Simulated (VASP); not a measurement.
# Ca in VASP: further runs

Ca is run at these levels: PBEsol, pbe exchange, lda correlation; tasks: single point, relaxation of cell and atoms.

All numbers are computed with VASP 6.6.1; they aren't measurements. Logs are shortened: lines on timing, memory, paths and dates and some standing lists are left out, and cuts for length are marked.

**1. The cell of the first run**

It takes space group Immm (No. 71, orthorhombic). Conventional cell: a = 3.873 Å, b = 4.031 Å, c = 5.588 Å, α = 90.00°, β = 90.00°, γ = 90.00°. Ca (site symmetry mmm) has 12 Ca at 3.87 to 4.03 Å within 5.1 Å.

**2. Single point, PBEsol**

Contents of INCAR:

```
PREC = Accurate ; ENCUT = 500
EDIFF = 1E-6 ; ISMEAR = -1
SIGMA = 0.05 ; LREAL = F
LASPH = T ; NELM = 120
ALGO = Normal ; ISIF = 2
LWAVE = F ; LCHARG = F
GGA = PS ; NBANDS = 11
GGA_COMPAT = F
```

Contents of KPOINTS:

```
Automatic mesh
0
Gamma
  8 8 8
```

Contents of POSCAR:

```
Ca
1.0
    0.0558840000      2.7942000000      2.7942000000
    2.7942000000      0.0558840000      2.7942000000
    2.8500840000      2.8500840000      0.0000000000
Ca
1
Direct
    0.0000000000      0.0000000000      0.0000000000
```

Potentials or basis: VASP PAW PBE potentials, release 64 (Ca_sv).

Started as:

```sh
$ cat potpaw_PBE.64/Ca_sv/POTCAR > POTCAR
$ mpirun -np 1 vasp_std > vasp.out
```

OUTCAR:

```text
PREC = Accurate
   ENCUT = 500
   EDIFF = 1E-6
   ISMEAR = -1
   LREAL = F
   LASPH = T
   NELM = 120
   ISIF = 2
   GGA = PS

 ion  position               nearest neighbor table
   1  0.000  0.000  0.000-

  LATTYP: Found a body centered orthorhombic cell.
 ALAT       =     3.8725636253
 B/A-ratio  =     1.0408163265
 C/A-ratio  =     1.4430750636

  Lattice vectors:

 A1 = (   2.7942000000,   0.0558840000,  -2.7942000000)
 A2 = (  -2.7942000000,  -0.0558840000,  -2.7942000000)
 A3 = (   0.0558840000,   2.7942000000,   2.7942000000)

Analysis of symmetry for initial positions (statically):
=====================================================================
 Subroutine PRICEL returns:
 Original cell was already a primitive cell.

 Routine SETGRP: Setting up the symmetry group for a
 body centered orthorhombic supercell.

 Subroutine GETGRP returns: Found  8 space group operations
 (whereof  8 operations were pure point group operations)
 out of a pool of  8 trial point group operations.

The static configuration has the point symmetry D_2h.

Analysis of symmetry for dynamics (positions and initial velocities):
=====================================================================
 Subroutine PRICEL returns:
 Original cell was already a primitive cell.

 Routine SETGRP: Setting up the symmetry group for a
 body centered orthorhombic supercell.

 Subroutine GETGRP returns: Found  8 space group operations
 (whereof  8 operations were pure point group operations)
 out of a pool of  8 trial point group operations.

The dynamic configuration has the point symmetry D_2h.

 Subroutine INISYM returns: Found  8 space group operations
 (whereof  8 operations are pure point group operations),
 and found     1 'primitive' translations

----------------------------------------------------------------------------------------

                                     Primitive cell

  volume of cell :      43.6143

  direct lattice vectors                    reciprocal lattice vectors
     0.055884000  2.794200000  2.794200000    -0.182593974  0.182593974  0.178942094
     2.794200000  0.055884000  2.794200000     0.182593974 -0.182593974  0.178942094
     2.850084000  2.850084000  0.000000000     0.175433426  0.175433426 -0.178942094

  length of vectors
     3.951990676  3.951990676  4.030627447     0.314167776  0.314167776  0.305898753

[... 77 lines left out ...]
   NELM   =    120;   NELMIN=  2; NELMDL= -5     # of ELM steps
   EDIFF  = 0.1E-05   stopping-criterion for ELM
   LREAL  =      F    real-space projection
   EDIFFG = 0.1E-04   stopping-criterion for IOM
   NSW    =      0    number of steps for IOM
   IBRION =     -1    ionic relax: 0-MD 1-quasi-New 2-CG
   NFREE  =      0    steps in history (QN), initial steepest desc. (CG)
   ISIF   =      2    stress and relaxation
   ISYM   =      2    0-nonsym 1-usesym 2-fastsym
   POTIM  = 0.5000    time-step for ionic-motion
   TEBEG  =    0.0;   TEEND  =   0.0 temperature during run
   PSTRESS=    0.0 pullay stress
   NELECT =      10.0000    total number of electrons
   NUPDOWN=      -1.0000    fix difference up-down
   EMIN   =  10.00;   EMAX   =-10.00  energy-range for DOS
   EFERMI =   0.00;   METHOD = LEGACY
   ISMEAR =    -1;   SIGMA  =   0.05  broadening in eV -4-tet -1-fermi 0-gaus
   EFERMI_NEDOS =   21; number of points for ismear=-14 and -15
   IALGO  =     38    algorithm
   IMIX   =      4    mixing-type and parameters
     AMIX     =   0.40;   BMIX     =  1.00
     AMIX_MAG =   1.60;   BMIX_MAG =  1.00
  volume/ion in A,a.u.               =      43.61       294.32
  Fermi-wavevector in a.u.,A,eV,Ry     =   1.001994  1.893495 13.660149  1.003993
  Thomas-Fermi vector in A             =   2.134453
   LORBIT       =      0    0 simple, 1 ext, 2 COOP (PROOUT), +10 PAW based schemes
   GGA     = PS    functional components
   LHFCALC =     F    Hartree Fock is set to
   AEXX    =    0.0000 exact exchange contribution
   IVDW    =     0    specifies the selected vdW correction
   LEPSILON=     F    determine dielectric tensor
   LRPA    =     F    only Hartree local field effects (RPA)
 non-spin polarized calculation
  energy-cutoff  :      500.00
  volume of cell :       43.61
 maximum number of plane-waves:      1119
 NGX is ok and might be reduce to    30
   NGX = 15   NGY = 15   NGZ = 15

 number of electron      10.0000000 magnetization

 Free energy of the ion-electron system (eV)
  ---------------------------------------------------
  ext. energy  EPLUGINS =         0.00000000
  ---------------------------------------------------
  free energy    TOTEN  =        -2.12555516 eV

  energy without entropy =       -2.11434557  energy(sigma->0) =       -2.11995037

 E-fermi :   1.7243     XC(G=0):  -7.7059

 val. band max:        1.7226936153   @ k =   0.1250  -0.0000   0.5000
 cond. band min:       1.7393468478   @ k =  -0.3750   0.1250   0.2500
 fundamental gap:      0.0166532325
 Fermi energy:         1.7243421298

 k-point     1 :       0.0000    0.0000    0.0000
  band No.  band energies     occupation
      1     -40.1534      2.00000
      2     -21.1500      2.00000
      3     -21.1486      2.00000
      4     -21.1478      2.00000
      5      -2.2112      2.00000
      6       3.9236      0.00000
      7       4.0294      0.00000
      8       4.1733      0.00000
      9       5.0898      0.00000
     10       5.0931      0.00000
     11      10.7109      0.00000
[... 309 lines left out ...]
 k-point    24 :       0.2500   -0.0000    0.1250
  band No.  band energies     occupation
      1     -40.1472      2.00000
      2     -21.2057      2.00000
      3     -21.1637      2.00000
      4     -21.1583      2.00000
      5      -1.2692      2.00000
      6       3.3142      0.00000
      7       4.1200      0.00000
      8       4.3612      0.00000
      9       4.6254      0.00000
     10       5.2628      0.00000
     11       9.8797      0.00000

 [... further k-points ...]
[... 5 lines left out ...]
  --------------------------------------------------------------------------------------
  -------------------------------------------------------------------------------------
  Total       -0.3179234     -0.3179234     -0.3152269     -0.1412592      0.0000000      0.0000000
  in kB      -11.6789663    -11.6789663    -11.5799090     -5.1891790      0.0000000      0.0000000
  external PRESSURE =     -11.6459472 kB  Pullay stress =       0.0000000 kB

 VOLUME and BASIS-vectors are now :
 -----------------------------------------------------------------------------
  energy-cutoff  :      500.00
  volume of cell :       43.61
      direct lattice vectors                 reciprocal lattice vectors
     0.055884000  2.794200000  2.794200000    -0.182593974  0.182593974  0.178942094
     2.794200000  0.055884000  2.794200000     0.182593974 -0.182593974  0.178942094
     2.850084000  2.850084000  0.000000000     0.175433426  0.175433426 -0.178942094

 POSITION                                       TOTAL-FORCE (eV/Angst)
 -----------------------------------------------------------------------------------
      0.00000      0.00000      0.00000         0.000000     -0.000000      0.000000
 -----------------------------------------------------------------------------------
    total drift:                               -0.000000     -0.000000     -0.000000

  FREE ENERGIE OF THE ION-ELECTRON SYSTEM (eV)
  ---------------------------------------------------
  free  energy   TOTEN  =        -2.1255551598 eV

  energy  without entropy=       -2.1143455717  energy(sigma->0) =       -2.11995037
```

stdout:

```text
POSCAR found type information on POSCAR Ca
 POSCAR found :  1 types and       1 ions
 scaLAPACK will be used
 -----------------------------------------------------------------------------
|                                                                             |
|                                                                             |
|     You enforced a specific xc type in the INCAR file but a different       |
|     I HOPE YOU KNOW WHAT YOU ARE DOING!                                     |
|                                                                             |
 -----------------------------------------------------------------------------

 LDA part: xc-table for (Slater+PW92), standard interpolation
 POSCAR, INCAR and KPOINTS ok, starting setup
 FFT: planning ... GRIDC
 FFT: planning ... GRID_SOFT
 FFT: planning ... GRID
 WAVECAR not read
 entering main loop
```

Wall time 28 s (1 thread of AMD EPYC 7R13 (Zen 3), shared host); peak memory 0.16 GiB.

Results:

```
Free energy            : -2.1256 eV
Pressure               : -1.2 GPa
Band gap on the k mesh : zero (bands 5 and 6 overlap by 0.47 eV)
```

Caveat: the PAW data sets were made with another functional, which shifts forces and pressure a little.

**3. Relaxation of cell and atoms, pbe exchange, lda correlation, non-collinear spin, typed start**

Contents of INCAR:

```
PREC = Accurate
ENCUT = 500
EDIFF = 1E-7
ISMEAR = -1
SIGMA = 0.01
LREAL = False
LASPH = True
NELM = 200
ALGO = Normal
ISIF = 3
LWAVE = False
LCHARG = False
LNONCOLLINEAR = True
MAGMOM = 0.289 0.289 0.289
LORBIT = 11
GGA = LIBXC
LIBXC1 = GGA_X_PBE
LIBXC2 = LDA_C_PW
IBRION = 2
NSW = 80
EDIFFG = -0.02
ISYM = -1
GGA_COMPAT = False
NELMIN = 4
KPAR = 4
```

Contents of KPOINTS:

```
Automatic mesh
0
Gamma
  6 6 6
  0.5 0.5 0.5
```

Contents of POSCAR:

```
Ca
1.0
    0.0000000000      2.7942000000      2.7942000000
    2.7942000000      0.0000000000      2.7942000000
    2.7942000000      2.7942000000      0.0000000000
Ca
1
Direct
    0.0000000000      0.0000000000      0.0000000000
```

Potentials or basis: VASP PAW PBE potentials, release 64 (Ca_sv).

Started as:

```sh
$ cat potpaw_PBE.64/Ca_sv/POTCAR > POTCAR
$ mpirun -np 4 vasp_ncl > vasp.out
```

It took 92 s on 4 MPI ranks of Intel Xeon 6975P-C (Granite Rapids), shared host; peak memory 0.42 GiB.

Results (log left out):

| Quantity | Value |
| --- | --- |
| Free energy | -1.2433 eV |
| Pressure after relaxing | 0.0 GPa |
| Band gap on the k mesh | zero (bands 10 and 11 overlap by 0.25 eV) |
| Net moment | 0.17 μB per cell |
| Valence electrons inside the program's atomic spheres | Ca 8.09 |

Final structure:
```
CELL_PARAMETERS angstrom
0.00000 2.79420 2.79420
2.79420 0.00000 2.79420
2.79420 2.79420 0.00000
ATOMIC_POSITIONS crystal
Ca 0.00000 0.00000 0.00000
```

Levels at points of the mesh, in eV from the Fermi level:
```tsv
k point	band 6	band 7	band 8	band 9	band 10	band 11	band 12	band 13	band 14	band 15
(0.08, 0.08, 0.08)	-23.28	-23.27	-23.27	-3.85	-3.69	1.98	2.02	2.14	2.14	2.16
```

Moments on the atoms (μB; x, y, z):
```
Ca  0.02 0.02 0.02
```

Caveat: a moment this small can come from the mesh or the smearing; the PAW data sets were made with another functional, which shifts forces and pressure a little.

The gap in the log of VASP goes by the Fermi energy; the results here count the filled bands.